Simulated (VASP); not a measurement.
**InAs: single point with PBE**

The system is InAs.

```
CELL_PARAMETERS angstrom
0.00000 3.02400 3.02400
3.02400 0.00000 3.02400
3.02400 3.02400 0.00000
ATOMIC_POSITIONS crystal
In 0.00000 0.00000 0.00000
As 0.25000 0.25000 0.25000
```

```
Program                : VASP 6.6.1
Task                   : single point
Functional             : PBE
Potentials or basis    : VASP PAW PBE potentials, release 64 (In_d, As)
Cutoff                 : 520 eV
k mesh                 : 6 × 6 × 6
Occupations            : gaussian, width 0.1 eV
Spin                   : no spin polarisation
Dipole correction      : no
Further INCAR settings : ALGO = Normal; EDIFF = 1e-07; NBANDS = 16
```

The pressure is 4.0 GPa and the band gap on the k mesh is zero (filled and empty bands touch).

Levels at points of the mesh, in eV from the Fermi level:
| k point | band 6 | band 7 | band 8 | band 9 | band 10 | band 11 | band 12 | band 13 |
| --- | --- | --- | --- | --- | --- | --- | --- | --- |
| (0.00, 0.00, 0.00) | -11.89 | -0.23 | -0.03 | -0.03 | -0.03 | 3.87 | 3.87 | 3.87 |
| (0.50, 0.00, 0.00) | -10.42 | -5.79 | -1.02 | -1.02 | 0.92 | 4.64 | 4.64 | 6.82 |
| (0.50, 0.50, 0.00) | -9.88 | -5.87 | -2.35 | -2.35 | 1.51 | 2.03 | 9.15 | 9.24 |

Run time: 11 s on 1 thread of Intel(R) Xeon(R) Platinum 8488C (Sapphire Rapids), with other jobs on the host, peak memory 0.18 GiB.

Caveat: spin-orbit coupling is left out, which moves the levels of the heavy elements.
